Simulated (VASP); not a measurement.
Wanted: the native input for a VASP 6.6.1 run.

| Item | Value |
| --- | --- |
| Task | relaxation of cell and atoms |
| Functional | r2SCAN |
| Potentials or basis | VASP PAW PBE potentials, release 64 (Sb) |
| Cutoff | 550 eV |
| k mesh | 6 × 6 × 6 |
| Occupations | fermi-dirac, width 0.1 eV |
| Spin | no spin polarisation |
| Target pressure | 5 GPa |
| Dipole correction | no |
| Further INCAR settings | ALGO = Normal; EDIFF = 1e-07; IBRION = 2; EDIFFG = -0.02; NSW = 80; ISIF = 3 |

The system is Sb.

```
Sb
1.0
     0.00000    3.40000    3.40000
     3.40000    0.00000    3.40000
     3.40000    3.40000    0.00000
Sb
2
Direct
  0.00000 0.00000 0.00000
  0.25000 0.25000 0.25000
```

This isn't the form of Sb at room conditions, which is rhombohedral.

The input as run:

POSCAR

```
Sb
1.0
    0.0000000000      3.4000000000      3.4000000000
    3.4000000000      0.0000000000      3.4000000000
    3.4000000000      3.4000000000      0.0000000000
Sb
2
Direct
    0.0000000000      0.0000000000      0.0000000000
    0.2500000000      0.2500000000      0.2500000000
```

INCAR.step1

```
ALGO     = Normal         # electronic algorithm
EDIFF    = 1E-5           # SCF threshold, eV
EDIFFG   = -0.005         # ionic threshold
ENCUT    = 550            # plane-wave cutoff, eV
GGA      = PE             # functional
GGA_COMPAT= F            
IBRION   = 2              # ionic algorithm
ISIF     = 3              # what is computed and relaxed
ISMEAR   = -1             # smearing method
LASPH    = T              # aspherical terms in the spheres
LCHARG   = F              # write CHGCAR
LREAL    = F              # projectors in reciprocal space
LWAVE    = T              # write WAVECAR
NELM     = 120            # most SCF steps
NELMIN   = 4            
NSW      = 100            # ionic steps
PREC     = Accurate       # precision mode
SIGMA    = 0.1            # smearing width, eV
```

INCAR.step2

```
ALGO     = Normal         # electronic algorithm
EDIFF    = 1E-7           # SCF threshold, eV
EDIFFG   = -0.02          # ionic threshold
ENCUT    = 550            # plane-wave cutoff, eV
GGA_COMPAT= F            
IBRION   = 2              # ionic algorithm
ISIF     = 3              # what is computed and relaxed
ISMEAR   = -1             # smearing method
ISTART   = 1            
LASPH    = T              # aspherical terms in the spheres
LCHARG   = F              # write CHGCAR
LMIXTAU  = T            
LREAL    = F              # projectors in reciprocal space
LWAVE    = F              # write WAVECAR
METAGGA  = R2SCAN         # meta-GGA
NELM     = 120            # most SCF steps
NELMIN   = 4            
NSW      = 80             # ionic steps
PREC     = Accurate       # precision mode
PSTRESS  = 50.0         
SIGMA    = 0.1            # smearing width, eV
```

KPOINTS

```
k-points
0
Gamma
  6 6 6
```

Potentials or basis: VASP PAW PBE potentials, release 64 (Sb).

Launch:

```sh
$ cat potpaw_PBE.64/Sb/POTCAR > POTCAR
$ cp INCAR.step1 INCAR
$ mpirun -np 1 vasp_std > vasp.out
$ cp INCAR.step2 INCAR
$ mpirun -np 1 vasp_std > vasp.out
```

It gave:

```
Relaxed volume                                             : 37.54 Å³/atom
Relaxed cell                                               : a = 4.735 Å, b = 4.735 Å, c = 4.735 Å, α = 60.00°, β = 60.00°, γ = 60.00°
Space group after relaxing (to 0.1 Å)                      : Fd-3m (No. 227)
Energy change on relaxing (the run minimises the enthalpy) : +42.1 meV/atom
Ionic steps                                                : 3
Pressure after relaxing                                    : 5.0 GPa
Band gap on the k mesh                                     : zero (bands 5 and 6 overlap by 1.08 eV)
```

Caveat: the cell is relaxed towards a set pressure, so the run minimises the enthalpy, not the energy; the PAW data sets were made with another functional, which shifts forces and pressure a little; spin-orbit coupling is left out, which moves the levels of the heavy elements.

It took 3.5 min on 1 thread of Intel(R) Xeon(R) Platinum 8488C (Sapphire Rapids), on a shared host, peak memory 0.25 GiB.
